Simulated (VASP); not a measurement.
# CuHg7Te8 (F-43m) in VASP: notebook, part 2 of 2

VASP 6.6.1.

### 3 Single point, PBEsol+U, collinear spin, zero start

File INCAR:

```
PREC = Accurate
ENCUT = 520
EDIFF = 1E-6
ISMEAR = 0
SIGMA = 0.05
LREAL = Auto
LASPH = T
NELM = 150
ALGO = Normal
ISIF = 2
LWAVE = F
LCHARG = T
ISPIN = 2
MAGMOM = 0 0 0 0 0 0 0 0 0 0 0 0 0 0 0 0
LORBIT = 11
LMAXMIX = 4
LDAU = T
LDAUTYPE = 2
LDAUL = 2 -1 -1
LDAUU = 5 0 0
LDAUJ = 0 0 0
LDAUPRINT = 1
GGA = PS
LELF = T
LVHAR = T
NBANDS = 90
LUSENCCL = F
```

File KPOINTS:

```
Automatic mesh
0
Gamma
  3 3 3
```

File POSCAR:

```
CuHg7Te8
1.0
    0.0000000000      6.4530000000      6.4530000000
    6.4530000000      0.0000000000      6.4530000000
    6.4530000000      6.4530000000      0.0000000000
Cu Hg Te
1 7 8
Direct
    1.0000000000      1.0000000000      0.0000000000
    0.0071346836      0.0071346836      0.4928653164
    0.0071346836      0.4928653164      0.0071346836
    0.0071346836      0.4928653164      0.4928653164
    0.4928653164      0.0071346836      0.0071346836
    0.4928653164      0.0071346836      0.4928653164
    0.4928653164      0.4928653164      0.0071346836
    0.5000000000      0.5000000000      0.5000000000
    0.1166602840      0.1166602840      0.1166602840
    0.1166602840      0.1166602840      0.6500191480
    0.1166602840      0.6500191480      0.1166602840
    0.1225438790      0.6258187070      0.6258187070
    0.6500191480      0.1166602840      0.1166602840
    0.6258187070      0.1225438790      0.6258187070
    0.6258187070      0.6258187070      0.1225438790
    0.6258187070      0.6258187070      0.6258187070
```

Potentials or basis: VASP PAW PBE potentials, release 64 (Cu, Hg, Te).

On the command line:

```console
cat potpaw_PBE.64/Cu/POTCAR potpaw_PBE.64/Hg/POTCAR potpaw_PBE.64/Te/POTCAR > POTCAR
mpirun -np 1 vasp_std > vasp.out
```

OUTCAR:

```text
PREC = Accurate
   ENCUT = 520
   EDIFF = 1E-6
   ISMEAR = 0
   LREAL = Auto
   LASPH = T
   NELM = 150
   ISIF = 2
   ISPIN = 2
   LORBIT = 11
   GGA = PS

 ion  position               nearest neighbor table
   1  0.000  0.000  0.000-   9 2.61  10 2.61  11 2.61  13 2.61
   2  0.007  0.007  0.493-  10 2.81   9 2.81  12 2.84  14 2.84
   3  0.007  0.493  0.007-  11 2.81   9 2.81  12 2.84  15 2.84
   4  0.007  0.493  0.493-  10 2.81  11 2.81  12 2.84  16 2.84
   5  0.493  0.007  0.007-  13 2.81   9 2.81  14 2.84  15 2.84
   6  0.493  0.007  0.493-  10 2.81  13 2.81  14 2.84  16 2.84
[... 8 lines left out ...]
  15  0.626  0.626  0.123-   8 2.81   5 2.84   7 2.84   3 2.84
  16  0.626  0.626  0.626-   8 2.81   6 2.84   7 2.84   4 2.84

  LATTYP: Found a face centered cubic cell.
 ALAT       =    12.9060000000

  Lattice vectors:

 A1 = (   0.0000000000,   6.4530000000,   6.4530000000)
 A2 = (   6.4530000000,   0.0000000000,   6.4530000000)
 A3 = (   6.4530000000,   6.4530000000,   0.0000000000)

Analysis of symmetry for initial positions (statically):
[... 943 lines left out ...]
  external PRESSURE =      -8.3562261 kB  Pullay stress =       0.0000000 kB

 VOLUME and BASIS-vectors are now :
 -----------------------------------------------------------------------------
  energy-cutoff  :      520.00
  volume of cell :      537.42
      direct lattice vectors                 reciprocal lattice vectors
     0.000000000  6.453000000  6.453000000    -0.077483341  0.077483341  0.077483341
     6.453000000  0.000000000  6.453000000     0.077483341 -0.077483341  0.077483341
     6.453000000  6.453000000  0.000000000     0.077483341  0.077483341 -0.077483341

 POSITION                                       TOTAL-FORCE (eV/Angst)
 -----------------------------------------------------------------------------------
      0.00000      0.00000      0.00000         0.000000     -0.000000     -0.000000
      3.22650      3.22650      0.09208         0.000000     -0.000000     -0.008430
      3.22650      0.09208      3.22650         0.000000     -0.008430     -0.000000
      6.36092      3.22650      3.22650         0.008430     -0.000000     -0.000000
      0.09208      3.22650      3.22650        -0.008430     -0.000000     -0.000000
      3.22650      6.36092      3.22650         0.000000      0.008430     -0.000000
[... 8 lines left out ...]
      4.82918      4.82918      8.07682        -0.001056     -0.001056      0.001056
      8.07682      8.07682      8.07682         0.001056      0.001056      0.001056
 -----------------------------------------------------------------------------------
    total drift:                               -0.000000     -0.000000     -0.000000

  FREE ENERGIE OF THE ION-ELECTRON SYSTEM (eV)
  ---------------------------------------------------
  free  energy   TOTEN  =       -36.6631060978 eV

  energy  without entropy=      -36.6489540719  energy(sigma->0) =      -36.65603008

 total charge

# of ion       s       p       d       tot
------------------------------------------
    1        0.365   0.289   9.393  10.047
    2        0.752   0.399   9.344  10.495
    3        0.752   0.399   9.344  10.495
    4        0.752   0.399   9.344  10.495
    5        0.752   0.399   9.344  10.495
    6        0.752   0.399   9.344  10.495
[... 8 lines left out ...]
   15        1.376   1.945   0.030   3.351
   16        1.376   1.945   0.030   3.351
--------------------------------------------------
tot         16.614  18.658  75.054 110.326

 magnetization (x)

# of ion       s       p       d       tot
------------------------------------------
    1       -0.000  -0.000   0.000   0.000
    2       -0.000  -0.000   0.000  -0.000
    3       -0.000  -0.000   0.000  -0.000
    4       -0.000  -0.000   0.000  -0.000
    5       -0.000  -0.000   0.000  -0.000
    6       -0.000  -0.000   0.000  -0.000
[... 8 lines left out ...]
   15       -0.000   0.000   0.000  -0.000
   16       -0.000   0.000   0.000  -0.000
--------------------------------------------------
tot          0.000   0.000   0.000   0.000
```

OSZICAR:

```text
N       E                     dE             d eps       ncg     rms          rms(c)
DAV:   1     0.108377192764E+04    0.10838E+04   -0.59686E+04  1440   0.141E+03
DAV:   2     0.609021855736E+02   -0.10229E+04   -0.96712E+03  1526   0.337E+02
DAV:   3    -0.351107303296E+02   -0.96013E+02   -0.93670E+02  1768   0.108E+02
DAV:   4    -0.385110899690E+02   -0.34004E+01   -0.33736E+01  1680   0.197E+01
DAV:   5    -0.386470218295E+02   -0.13593E+00   -0.13587E+00  1902   0.421E+00    0.197E+01
DAV:   6    -0.367555788705E+02    0.18914E+01   -0.58458E+00  1754   0.207E+01    0.156E+01
DAV:   7    -0.367514738286E+02    0.41050E-02   -0.26289E+00  2144   0.167E+01    0.754E+00
DAV:   8    -0.367229425244E+02    0.28531E-01   -0.15761E+00  2000   0.189E+01    0.214E+00
DAV:   9    -0.366612693782E+02    0.61673E-01   -0.41614E-01  2000   0.923E+00    0.107E+00
DAV:  10    -0.366636026220E+02   -0.23332E-02   -0.39801E-02  1616   0.606E-01    0.392E-01
DAV:  11    -0.366629870252E+02    0.61560E-03   -0.55819E-03  2104   0.932E-01    0.178E-01
DAV:  12    -0.366631430252E+02   -0.15600E-03   -0.12530E-03  2168   0.351E-01    0.605E-02
DAV:  13    -0.366631040695E+02    0.38956E-04   -0.14949E-04  2072   0.168E-01    0.335E-02
DAV:  14    -0.366631061336E+02   -0.20641E-05   -0.43557E-05  1624   0.290E-02    0.232E-02
DAV:  15    -0.366631071345E+02   -0.10009E-05   -0.50487E-06  1328   0.224E-02    0.138E-02
DAV:  16    -0.366631060489E+02    0.10856E-05   -0.36702E-06  1120   0.282E-02    0.257E-03
DAV:  17    -0.366631060978E+02   -0.48944E-07   -0.52644E-07   878   0.225E-03
   1 F= -.36663106E+02 E0= -.36656030E+02  d E =-.141520E-01  mag=     0.0000
```

Run time: 2.6 min. Hardware: 1 × NVIDIA H100 80GB with 1 thread of AMD EPYC 7R13 (Zen 3), shared host; peak memory 1.8 GiB.

What came out:

- Free energy: -36.6631 eV
- Pressure: -0.8 GPa
- Largest force: 0.068 eV/Å
- Net moment: 0.00 μB per cell
- Valence electrons inside the program's atomic spheres: Cu 10.05; Hg 10.49, 10.51 (each value once); Te 3.35

Forces in eV/Å, atoms in the order of the input:
```
Cu   0.000  0.000  0.000
Hg   0.000  0.000 -0.008
Hg   0.000 -0.008  0.000
Hg   0.008  0.000  0.000
Hg  -0.008  0.000  0.000
Hg   0.000  0.008  0.000
Hg   0.000  0.000  0.008
Hg   0.000  0.000  0.000
Te  -0.040 -0.040 -0.040
Te   0.040  0.040 -0.040
Te   0.040 -0.040  0.040
Te   0.001 -0.001 -0.001
Te  -0.040  0.040  0.040
Te  -0.001  0.001 -0.001
Te  -0.001 -0.001  0.001
Te   0.001  0.001  0.001
```

Levels at points of the mesh, in eV from the Fermi level:
Spin up:
| k point | band 67 | band 68 | band 69 | band 70 | band 71 | band 72 | band 73 | band 74 | band 75 | band 76 |
| --- | --- | --- | --- | --- | --- | --- | --- | --- | --- | --- |
| (0.00, 0.00, 0.00) | -0.61 | -0.57 | -0.57 | -0.27 | 0.25 | 0.25 | 0.25 | 0.92 | 0.92 | 0.92 |
Spin down:
```tsv
k point	band 69	band 70	band 71	band 72	band 73	band 74
(0.00, 0.00, 0.00)	-0.57	-0.27	0.25	0.25	0.25	0.92
```

Eigenvalues of the final occupation matrices:
| site | spin | trace | eigenvalues |
| --- | --- | --- | --- |
| site 1 d | 1 | 4.71 | 0.94 0.94 0.94 0.94 0.94 |
| site 1 d | 2 | 4.71 | 0.94 0.94 0.94 0.94 0.94 |

Caveat: no moment was typed at the start, so none could form; the PAW data sets were made with another functional, which shifts forces and pressure a little; spin-orbit coupling is left out, which moves the levels of the heavy elements; the U is typed as a test and isn't derived for this compound.

### 4 Single point, PBEsol+U, collinear spin

File INCAR:

```
ALGO = Normal
EDIFF = 1E-6
ENCUT = 520
GGA = PS
ISIF = 2
ISMEAR = 0
ISPIN = 2
LASPH = True
LCHARG = False
LDAU = True
LDAUJ = 0 0 0
LDAUL = 2 -1 -1
LDAUPRINT = 1
LDAUTYPE = 2
LDAUU = 5 0 0
LMAXMIX = 4
LORBIT = 11
LREAL = Auto
LUSENCCL = False
LWAVE = False
MAGMOM = 1 0 0 0 0 0 0 0 0 0 0 0 0 0 0 0
NBANDS = 90
NELM = 150
PREC = Accurate
SIGMA = 0.05
```

File KPOINTS:

```
k-points
0
Gamma
  3 3 3
```

POSCAR is that of step 3.

On the command line:

```console
cat potpaw_PBE.64/Cu/POTCAR potpaw_PBE.64/Hg/POTCAR potpaw_PBE.64/Te/POTCAR > POTCAR
mpirun -np 1 vasp_std > vasp.out
```

Run time: 70 s. Hardware: 1 × NVIDIA H100 80GB with 1 thread of AMD EPYC 7R13 (Zen 3), shared host; peak memory 1.8 GiB.

It converged, with:

```yaml
Free_energy: -36.6631 eV
Pressure: -0.8 GPa
Largest_force: 0.069 eV/Å
Net_moment: 0.00 μB per cell
Valence_electrons_inside_the_program's_atomic_spheres: Cu 10.05; Hg 10.49, 10.51 (each value once); Te 3.35
```

Forces in eV/Å, atoms in the order of the input:
```
Cu   0.000  0.000  0.000
Hg   0.000  0.000 -0.008
Hg   0.000 -0.008  0.000
Hg   0.008  0.000  0.000
Hg  -0.008  0.000  0.000
Hg   0.000  0.008  0.000
Hg   0.000  0.000  0.008
Hg   0.000  0.000  0.000
Te  -0.040 -0.040 -0.040
Te   0.040  0.040 -0.040
Te   0.040 -0.040  0.040
Te   0.001 -0.001 -0.001
Te  -0.040  0.040  0.040
Te  -0.001  0.001 -0.001
Te  -0.001 -0.001  0.001
Te   0.001  0.001  0.001
```

Levels at points of the mesh, in eV from the Fermi level:
Spin up:
```tsv
k point	band 67	band 68	band 69	band 70	band 71	band 72	band 73	band 74	band 75	band 76
(0.00, 0.00, 0.00)	-0.61	-0.57	-0.57	-0.27	0.25	0.25	0.25	0.92	0.92	0.92
```
Spin down:
```
           k point  band 67  band 68  band 69  band 70  band 71  band 72  band 73  band 74  band 75  band 76
(0.00, 0.00, 0.00)    -0.61    -0.57    -0.57    -0.27     0.25     0.25     0.25     0.92     0.92     0.92
```

Eigenvalues of the final occupation matrices:
| site | spin | trace | eigenvalues |
| --- | --- | --- | --- |
| site 1 d | 1 | 4.71 | 0.94 0.94 0.94 0.94 0.94 |
| site 1 d | 2 | 4.71 | 0.94 0.94 0.94 0.94 0.94 |

Caveat: the PAW data sets were made with another functional, which shifts forces and pressure a little; spin-orbit coupling is left out, which moves the levels of the heavy elements; the U is typed as a test and isn't derived for this compound.

### 5 Single point, PBEsol+U, collinear spin, zero start

File INCAR:

```
SYSTEM = CuHg7Te8
PREC     = Accurate       ! precision mode
ENCUT    = 520            ! plane-wave cutoff, eV
EDIFF    = 1E-6           ! SCF threshold, eV
ISMEAR   = 0              ! smearing method
SIGMA    = 0.05           ! smearing width, eV
LREAL    = Auto         
LASPH    = .True.         ! aspherical terms in the spheres
NELM     = 150            ! most SCF steps
ALGO     = Normal         ! electronic algorithm
ISIF     = 2              ! what is computed and relaxed
LWAVE    = .False.        ! write WAVECAR
LCHARG   = .False.        ! write CHGCAR
ISPIN    = 2              ! spin polarisation
MAGMOM   = 0 0 0 0 0 0 0 0 0 0 0 0 0 0 0 0 ! initial moments
LORBIT   = 11             ! projections on sites
LMAXMIX  = 4              ! l up to which the mixer works
LDAU     = .True.         ! DFT+U
LDAUTYPE = 2            
LDAUL    = 2 -1 -1        ! shell
LDAUU    = 5 0 0          ! U, eV
LDAUJ    = 0 0 0        
LDAUPRINT= 1            
GGA      = PS             ! functional
NBANDS   = 90             ! bands
LUSENCCL = .False.
```

File KPOINTS:

```
regular mesh
0
Gamma
  3 3 3
  0 0 0
```

POSCAR is that of step 4.

On the command line:

```console
cat potpaw_PBE.64/Cu/POTCAR potpaw_PBE.64/Hg/POTCAR potpaw_PBE.64/Te/POTCAR > POTCAR
mpirun -np 1 vasp_std > vasp.out
```

It took 80 s on 1 × NVIDIA H100 80GB with 1 thread of AMD EPYC 7R13 (Zen 3), shared host; peak memory 1.8 GiB.

Results (log left out):

```yaml
Free_energy: -36.6631 eV
Pressure: -0.8 GPa
Largest_force: 0.068 eV/Å
Net_moment: 0.00 μB per cell
Valence_electrons_inside_the_program's_atomic_spheres: Cu 10.05; Hg 10.49, 10.51 (each value once); Te 3.35
```

Forces in eV/Å, atoms in the order of the input:
```
Cu   0.000  0.000  0.000
Hg   0.000  0.000 -0.008
Hg   0.000 -0.008  0.000
Hg   0.008  0.000  0.000
Hg  -0.008  0.000  0.000
Hg   0.000  0.008  0.000
Hg   0.000  0.000  0.008
Hg   0.000  0.000  0.000
Te  -0.040 -0.040 -0.040
Te   0.040  0.040 -0.040
Te   0.040 -0.040  0.040
Te   0.001 -0.001 -0.001
Te  -0.040  0.040  0.040
Te  -0.001  0.001 -0.001
Te  -0.001 -0.001  0.001
Te   0.001  0.001  0.001
```

Levels at points of the mesh, in eV from the Fermi level:
Spin up:
```tsv
k point	band 68	band 69	band 70	band 71	band 72	band 73	band 74	band 75
(0.00, 0.00, 0.00)	-0.57	-0.57	-0.27	0.25	0.25	0.25	0.92	0.92
```
Spin down:
| k point | band 68 | band 69 | band 70 | band 71 | band 72 | band 73 | band 74 | band 75 |
| --- | --- | --- | --- | --- | --- | --- | --- | --- |
| (0.00, 0.00, 0.00) | -0.57 | -0.57 | -0.27 | 0.25 | 0.25 | 0.25 | 0.92 | 0.92 |

Eigenvalues of the final occupation matrices:
```csv
site,spin,trace,eigenvalues
site 1 d,1,4.71,0.94 0.94 0.94 0.94 0.94
site 1 d,2,4.71,0.94 0.94 0.94 0.94 0.94
```

Caveat: no moment was typed at the start, so none could form; the PAW data sets were made with another functional, which shifts forces and pressure a little; spin-orbit coupling is left out, which moves the levels of the heavy elements; the U is typed as a test and isn't derived for this compound.
